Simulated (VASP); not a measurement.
Runs of VASP 6.6.1 on Cs. The structure is that of space group Fd-3m (No. 227), or close to it. The cells are those of the table. 

```csv
cell,gap on the mesh (eV),pressure (GPa)
"a = 5.955 Å, angles 60.0°, 2 atoms",none,1.9
"a = 8.082 Å, angles 60.0°, 2 atoms",none,(a)
"a = 7.803 Å, angles 60.0°, 2 atoms",none,0.1
"a = 6.415 Å, angles 60.0°, 2 atoms",none,1.0
"a = 6.817 Å, angles 60.0°, 2 atoms",none,(b)
```

Alike in all rows: task single point; level PBE; potentials or basis VASP PAW PBE potentials, release 64 (Cs_sv); no spin polarisation; k mesh 6 × 6 × 6; cutoff (eV) 520; smearing fermi-dirac 0.08 eV.

Task: Estimate the missing entries.

Result: (a) 0.0; (b) 0.6.

Caveats: spin-orbit coupling is left out, which moves the levels of the heavy elements.

A k mesh can miss the band edges, and the runs leave out spin-orbit coupling on Cs.

A gap of «none» marks levels without a gap at the run's occupations.
